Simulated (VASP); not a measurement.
A run of VASP 6.6.1:

The input INCAR:

```
  PREC = Accurate
  ENCUT = 500
  EDIFF = 1E-6
  ISMEAR = 1
  SIGMA = 0.1
  LREAL = F
  LASPH = T
  NELM = 200
  ALGO = Normal
  ISIF = 2
  LWAVE = F
  LCHARG = F
  ISPIN = 2
  MAGMOM = 3.13 0.07 0.07
  LORBIT = 11
  NUPDOWN = 3.6
  LMAXMIX = 4
  GGA = PS
  IVDW = 12
  NBANDS = 20
  GGA_COMPAT = F
```

Contents of KPOINTS:

```
Automatic mesh
0
Gamma
  8 8 7
```

POSCAR

```
CrB2
1.0
    2.9700000000      0.0000000000      0.0000000000
   -1.4850000000      2.5720954492      0.0000000000
    0.0000000000      0.0000000000      3.0700000000
Cr B
1 2
Direct
    0.0000000000      0.0000000000      0.0000000000
    0.3333333333      0.6666666667      0.5000000000
    0.6666666667      0.3333333333      0.5000000000
```

Potentials or basis: VASP PAW PBE potentials, release 64 (Cr_pv, B).

Run with:

```sh
$ cat potpaw_PBE.64/Cr_pv/POTCAR potpaw_PBE.64/B/POTCAR > POTCAR
$ mpirun -np 1 vasp_std > vasp.out
```

Hardware: 1 thread of Intel(R) Xeon(R) Platinum 8375C CPU @ 2.90GHz (Ice Lake), with other jobs on the host.

Q: Estimate the wall time of this run.

A: It took 16 s on 1 thread of Intel(R) Xeon(R) Platinum 8375C CPU @ 2.90GHz (Ice Lake), on a shared host, peak memory 0.18 GiB. Counts: scf iterations 13, k points 40.
